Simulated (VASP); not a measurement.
A run of VASP 6.6.1 is set up as follows.

File INCAR:

```
ALGO = Normal
EDIFF = 1E-6
ENCUT = 520
GGA = PS
ISIF = 2
ISMEAR = 0
LASPH = True
LCHARG = False
LREAL = False
LWAVE = False
NBANDS = 11
NELM = 100
PREC = Accurate
SIGMA = 0.05
```

The input KPOINTS:

```
k-points
0
Gamma
  18 18 18
```

POSCAR

```
Pt
1.0
    0.0000000000      1.9588030491      1.9588030491
    1.9588030491      0.0000000000      1.9588030491
    1.9588030491      1.9588030491      0.0000000000
Pt
1
Direct
    0.0000000000      0.0000000000      0.0000000000
```

Potentials or basis: VASP PAW PBE potentials, release 64 (Pt).

Run with:

```bash
$ cat potpaw_PBE.64/Pt/POTCAR > POTCAR
$ mpirun -np 1 vasp_std > vasp.out
```

Task: Estimate the pressure.

Result: -0.4 GPa.

Task: Predict the band gap on the k mesh.

Result: Zero (band 5 reaches 11.66 eV, above the bottom of band 6 at 9.41 eV).

Caveat: the PAW data sets were made with another functional, which shifts forces and pressure a little; spin-orbit coupling is left out, which moves the levels of the heavy elements.
